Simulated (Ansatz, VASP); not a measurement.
**Sn: VASP beside Ansatz**

File INCAR:

```
ALGO = Fast
EDIFF = 1E-6
ENCUT = 520
GGA = CA
ISIF = 2
ISMEAR = 0
LASPH = T
LCHARG = F
LREAL = F
LWAVE = F
NBANDS = 13
NELM = 100
PREC = Accurate
SIGMA = 0.15
```

The input KPOINTS:

```
k-points
0
Gamma
  18 18 18
```

POSCAR

```
Sn
1.0
   -1.9514913738      1.9514913738      1.8946518192
    1.9514913738     -1.9514913738      1.8946518192
    1.9514913738      1.9514913738     -1.8946518192
Sn
1
Direct
    0.0000000000      0.0000000000      0.0000000000
```

Input for Ansatz:

```yaml
crystal:
  lattice:
    - [-1.9514913738, 1.9514913738, 1.8946518192]
    - [1.9514913738, -1.9514913738, 1.8946518192]
    - [1.9514913738, 1.9514913738, -1.8946518192]
  atoms:
    - { symbol: Sn, position: [0.0, 0.0, 0.0] }
basis:
  ecutwfc: 420
kpoints:
  mp_grid: { grid: [18, 18, 18] }
hamiltonian:
  xc: lda
scf:
  occupations: { method: gaussian, width: 0.15 }
output:
  forces: true
  stress: true
  eigenvalues: true
```

Change from the starting cell: strain +0.030 along x and y, +0.000 along z, atoms carried along.

Alike in both runs: task single point; functional LDA; k mesh 18 × 18 × 18; occupations gaussian, width 0.15 eV; no spin polarisation.

|  | VASP | Ansatz |
| --- | --- | --- |
| version | VASP 6.6.1 | Ansatz 0.2.0 |
| potentials or method | VASP PAW LDA potentials, release 64 (Sn_d), cutoff 520 eV | scalar-relativistic, plane waves, PAW |
| valence electrons in the cell | 14 | 14 |

VASP gave:

| Property | Result |
| --- | --- |
| gap on the k mesh at the Fermi level (eV) | none |
| pressure (GPa) | -5.4 |
| traceless stress, the component that is largest in VASP (GPa) | -0.42 |

Q: Which values does Ansatz return?

A: gap on the k mesh at the Fermi level (eV): none; pressure (GPa): -5.5; traceless stress, the component that is largest in VASP (GPa): -0.42.

LDA's correlation is that of Perdew and Zunger in VASP and of Perdew and Wang (1992) in Ansatz. A gap of «none» marks a metal or a gap that the smearing closes.
